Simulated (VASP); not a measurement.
Wanted: the native input for a VASP 6.6.1 run.

```
Task                   : relaxation of cell and atoms
Functional             : LDA
Potentials or basis    : VASP PAW LDA potentials, release 64 (Ru_pv)
Cutoff                 : 600 eV
k mesh                 : 21 × 21 × 21
Occupations            : fermi-dirac, width 0.1 eV
Spin                   : no spin polarisation
Target pressure        : 510 GPa
Dipole correction      : no
Further INCAR settings : ALGO = Normal; EDIFF = 1e-06; IBRION = 2; EDIFFG = -0.005; NSW = 60; ISIF = 3
```

The structure of Ru lies in POSCAR:

```
Ru
1.0
   -1.2703468704      1.2703468704      1.2703468704
    1.2703468704     -1.2703468704      1.2703468704
    1.2703468704      1.2703468704     -1.2703468704
Ru
1
Direct
    0.0000000000      0.0000000000      0.0000000000
```

One way to write it, as run:

INCAR

```
SYSTEM = Ru
PREC = Accurate
ENCUT = 600
EDIFF = 1E-6
ISMEAR = -1
SIGMA = 0.1
LREAL = .FALSE.
LASPH = .TRUE.
NELM = 100
ALGO = Normal
ISIF = 3
LWAVE = .FALSE.
LCHARG = .FALSE.
IBRION = 2
NSW = 60
EDIFFG = -0.005
PSTRESS = 5100.0
```

KPOINTS

```
regular mesh
0
G
  21 21 21
  0 0 0
```

Potentials or basis: VASP PAW LDA potentials, release 64 (Ru_pv).

The run is started by

```sh
$ cat potpaw_LDA.64/Ru_pv/POTCAR > POTCAR
$ mpirun -np 1 vasp_std > vasp.out
```

Results of the run:

```
Relaxed volume                                         : 8.25 Å³/atom
Relaxed cell                                           : a = 2.204 Å, b = 2.204 Å, c = 2.204 Å, α = 109.47°, β = 109.47°, γ = 109.47°
Space group after relaxing (to 0.05 Å)                 : Im-3m (No. 229)
Energy change on relaxing (the enthalpy is what falls) : -146.6 meV/atom
Ionic steps                                            : 8
Pressure after relaxing                                : 510.1 GPa
Band gap on the k mesh                                 : zero (band 7 reaches 28.36 eV, above the bottom of band 8 at 20.00 eV)
```

Caveat: the cell is relaxed towards a set pressure, so the enthalpy falls and the energy may rise.

Wall time 38 s on 1 thread of Intel(R) Xeon(R) 6975P-C (Granite Rapids) (shared host), peak memory 0.14 GiB.
